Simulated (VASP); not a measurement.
# Ti (P6/mmm) in VASP: vibrations by perturbation theory with PBE

Aim: the vibrations by perturbation theory of Ti with PBE.

Everything below comes from runs of VASP 6.6.1. Logs are shortened: lines on timing, memory, paths and dates and some standing lists are left out, and cuts for length are marked.

### 1 The cell of the first run

Symmetry: P6/mmm, No. 191, hexagonal system. Conventional cell: a = 4.523 Å, b = 4.523 Å, c = 2.793 Å, α = 90.00°, β = 90.00°, γ = 120.00°. Within 3.7 Å of Ti (site symmetry 6/mmm) lie 14 Ti at 2.79 to 2.96 Å. Ti (site symmetry -6m2) has 11 Ti at 2.61 to 2.96 Å within 3.4 Å.

This isn't the form of Ti at room conditions, which is hcp.

### 2 Vibrations by perturbation theory, PBE

Contents of INCAR:

```
SYSTEM = Ti
PREC = Accurate
ENCUT = 520
EDIFF = 1E-8
ISMEAR = -1
SIGMA = 0.15
LREAL = .False.
LASPH = .True.
NELM = 100
ALGO = Normal
ISIF = 2
LWAVE = .False.
LCHARG = .True.
GGA = PE
IBRION = 8
NSW = 1
```

Contents of KPOINTS:

```
regular mesh
0
Gamma
  12 12 14
  0 0 0
```

Contents of POSCAR:

```
Ti
1.0
    4.5229701115      0.0000000000      0.0000000000
   -2.2614850557      3.9170070171      0.0000000000
    0.0000000000      0.0000000000      2.7930914294
Ti
3
Direct
    0.0000000000      0.0000000000      0.0000000000
    0.3333333333      0.6666666667      0.5000000000
    0.6666666667      0.3333333333      0.5000000000
```

Potentials or basis: VASP PAW PBE potentials, release 64 (Ti_sv).

Launch:

```sh
> cat potpaw_PBE.64/Ti_sv/POTCAR > POTCAR
> mpirun -np 1 vasp_std > vasp.out
```

OUTCAR:

```text
SYSTEM = Ti
   PREC = Accurate
   ENCUT = 520
   EDIFF = 1E-8
   ISMEAR = -1
   LREAL = .False.
   LASPH = .True.
   NELM = 100
   ISIF = 2
   GGA = PE
   IBRION = 8
   NSW = 1

 ion  position               nearest neighbor table
   1  0.000  0.000  0.000-
   2  0.333  0.667  0.500-   3 2.61   3 2.61   3 2.61
   3  0.667  0.333  0.500-   2 2.61   2 2.61   2 2.61

  LATTYP: Found a hexagonal cell.
 ALAT       =     4.5229701115
 C/A-ratio  =     0.6175347969

  Lattice vectors:

 A1 = (   4.5229701115,   0.0000000000,   0.0000000000)
 A2 = (  -2.2614850557,   3.9170070171,   0.0000000000)
 A3 = (   0.0000000000,   0.0000000000,   2.7930914294)

Analysis of symmetry for initial positions (statically):
=====================================================================
 Subroutine PRICEL returns:
 Original cell was already a primitive cell.

 Routine SETGRP: Setting up the symmetry group for a
 hexagonal supercell.

 Subroutine GETGRP returns: Found 24 space group operations
 (whereof 24 operations were pure point group operations)
 out of a pool of 24 trial point group operations.

The static configuration has the point symmetry D_6h.

Analysis of symmetry for dynamics (positions and initial velocities):
=====================================================================
 Subroutine PRICEL returns:
 Original cell was already a primitive cell.

 Routine SETGRP: Setting up the symmetry group for a
 hexagonal supercell.

 Subroutine GETGRP returns: Found 24 space group operations
 (whereof 24 operations were pure point group operations)
 out of a pool of 24 trial point group operations.

The dynamic configuration has the point symmetry D_6h.

 Subroutine INISYM returns: Found 24 space group operations
 (whereof 24 operations are pure point group operations),
 and found     1 'primitive' translations

[... 775 lines left out ...]
 -----------------------------------------------------------------------------------
      0.00000      0.00000      0.00000         0.000000      0.000000     -0.000000
     -0.00000      2.61134      1.39655         0.000000      0.000000      0.000000
      2.26149      1.30567      1.39655        -0.000000      0.000000     -0.000000
 -----------------------------------------------------------------------------------
    total drift:                                0.000000      0.000000     -0.000000

  FREE ENERGIE OF THE ION-ELECTRON SYSTEM (eV)
  ---------------------------------------------------
  free  energy   TOTEN  =       -23.6117203291 eV

  energy  without entropy=      -23.3594686054  energy(sigma->0) =      -23.48559447

[... ionic steps 2 to 3 ...]

--------------------------------------- Ionic step        4  -------------------------------------------

------------------------ aborting loop because EDIFF is reached ----------------------------------------
[... 11 lines left out ...]
[... ionic steps 8 to 8 ...]

--------------------------------------- Ionic step        9  -------------------------------------------

 Free energy of the ion-electron system (eV)
  ---------------------------------------------------
  ---------------------------------------------------
  free energy    TOTEN  =        -0.58497476 eV

  energy without entropy =       -0.58497476

------------------------ aborting loop because EDIFF is reached ----------------------------------------

 INTERNAL STRAIN TENSOR  FOR ION    2  DIRECTION 3   (eV/Angst):
 -----------------------------------------------------------------------------
     0.02540  0.00000  0.00000
     0.00000  0.02540  0.00000
     0.00000 -0.00000  0.04594

 INTERNAL STRAIN TENSOR FOR ION    3 for displacements in x,y,z  (eV/Angst):
          X           Y           Z          XY          YZ          ZX
  --------------------------------------------------------------------------------
  x    -0.00000     0.00000    -0.00000    -0.01794     0.00000     0.00000
  y    -0.01794     0.01794     0.00000     0.00000     0.00000     0.00000
  z     0.00000     0.00000     0.00000     0.00000     0.00000     0.00000

 SECOND DERIVATIVES (NOT SYMMETRIZED)
 ------------------------------------
               1X          1Y          1Z          2X          2Y          2Z          3X          3Y          3Z
  1X    -3.871880   -0.000000    0.000000    1.935940    0.000000    0.000000    1.935940    0.000000    0.000000
  1Y    -0.000000   -3.871880    0.000000    0.000000    1.935940    0.000000    0.000000    1.935940    0.000000
  1Z    -0.000000   -0.000000   -5.813816   -0.000000    0.000000    2.906908    0.000000   -0.000000    2.906908
  2X     1.927271    0.000000    0.000000   -4.581206   -0.000000    0.000000    2.653935    0.000000    0.000000
  2Y     0.000000    1.927271    0.000000   -0.000000   -4.581206    0.000000    0.000000    2.653935    0.000000
  2Z    -0.000000    0.000000    2.952338   -0.000000    0.000000   -2.892169    0.000000    0.000000   -0.060169
  3X     1.927271    0.000000    0.000000    2.653935    0.000000    0.000000   -4.581206   -0.000000    0.000000
  3Y     0.000000    1.927271    0.000000    0.000000    2.653935    0.000000   -0.000000   -4.581206    0.000000
  3Z    -0.000000    0.000000    2.952338    0.000000    0.000000   -0.060169   -0.000000    0.000000   -2.892169

 Eigenvectors and eigenvalues of the dynamical matrix
 ----------------------------------------------------

   1 f  =    6.689307 THz    42.030154 2PiTHz  223.131258 cm-1    27.664738 meV
             X         Y         Z           dx          dy          dz
      0.000000  0.000000  0.000000     0.000000    0.000000    0.814375
     -0.000000  2.611338  1.396546     0.000000    0.000000   -0.410361
      2.261485  1.305669  1.396546    -0.000000   -0.000000   -0.410361
[... 43 lines left out ...]
   9 f/i=    0.024513 THz     0.154019 2PiTHz    0.817662 cm-1     0.101377 meV
             X         Y         Z           dx          dy          dz
      0.000000  0.000000  0.000000     0.000000   -0.000000   -0.580338
     -0.000000  2.611338  1.396546     0.000000   -0.000000   -0.575850
      2.261485  1.305669  1.396546     0.000000   -0.000000   -0.575850

--------------------------------------------------------------------------------------------------------

 ELASTIC MODULI CONTR FROM IONIC RELAXATION (kBar)
 Direction    XX          YY          ZZ          XY          YZ          ZX
 --------------------------------------------------------------------------------
 XX          -0.0029      0.0029     -0.0000     -0.0000      0.0000      0.0000
 YY           0.0029     -0.0029     -0.0000     -0.0000      0.0000      0.0000
 ZZ          -0.0000     -0.0000     -0.0000     -0.0000      0.0000      0.0000
 XY          -0.0000     -0.0000     -0.0000     -0.0029      0.0000      0.0000
 YZ           0.0000      0.0000      0.0000      0.0000      0.0000      0.0000
 ZX           0.0000      0.0000      0.0000      0.0000      0.0000      0.0000
 --------------------------------------------------------------------------------
```

OSZICAR:

```text
N       E                     dE             d eps       ncg     rms          rms(c)
DAV:   1     0.427349898329E+03    0.42735E+03   -0.19141E+04  6688   0.206E+03
DAV:   2     0.249635586058E+02   -0.40239E+03   -0.39827E+03  6718   0.571E+02
DAV:   3    -0.222456880967E+02   -0.47209E+02   -0.46300E+02 12880   0.164E+02
[... 113 lines left out ...]
RMM:  12    -0.584981430580E+00   -0.87952E-05   -0.13194E-05 23975   0.522E-03    0.189E-04
RMM:  13    -0.584972995394E+00    0.84352E-05   -0.97050E-06 22721   0.374E-03    0.128E-04
RMM:  14    -0.584973313683E+00   -0.31829E-06   -0.80899E-06 24389   0.281E-03    0.131E-04
RMM:  15    -0.584973691460E+00   -0.37778E-06   -0.68365E-06 24093   0.221E-03    0.138E-04
RMM:  16    -0.584974758884E+00   -0.10674E-05   -0.50900E-06 22087   0.189E-03    0.136E-04
 Linear response finished
```

stdout:

```text
POSCAR found type information on POSCAR Ti
 POSCAR found :  1 types and       3 ions
 scaLAPACK will be used
 LDA part: xc-table for (Slater+PW92), standard interpolation
 POSCAR, INCAR and KPOINTS ok, starting setup
 FFT: planning ... GRIDC
 FFT: planning ... GRID_SOFT
 FFT: planning ... GRID
 WAVECAR not read
 entering main loop
 Linear response reoptimize wavefunctions to high precision
 Linear response DOF=           4
 Linear response progress:
 first order change of Fermi-energy  -0.66553E-04
 force on displaced ion       1 direction 1 :  -3.872  -0.000   0.000
 Linear response progress:
 first order change of Fermi-energy  -0.10775E-03
 force on displaced ion       1 direction 3 :   0.000   0.000  -5.814
 Linear response progress:
 first order change of Fermi-energy   0.39937E-04
 force on displaced ion       2 direction 1 :  -4.581   0.004   0.000
 Linear response progress:
 first order change of Fermi-energy  -0.63716E-03
 force on displaced ion       2 direction 3 :   0.000  -0.000  -2.892
 Linear response finished
```

Run time: 1.8 h. Hardware: 1 thread of Oxide Virtual Turin-like, shared host; peak memory 1.2 GiB.

Results:

| Item | Value |
| --- | --- |
| Highest phonon frequency at Γ | 223 cm⁻¹ |

Phonon frequencies in cm⁻¹ (negative: imaginary):
```csv
q point,frequencies
"(0.000, 0.000, 0.000)",-1 0 0 127 181 181 203 203 223
```

Caveat: the cell stands under pressure or tension, which shifts response properties.
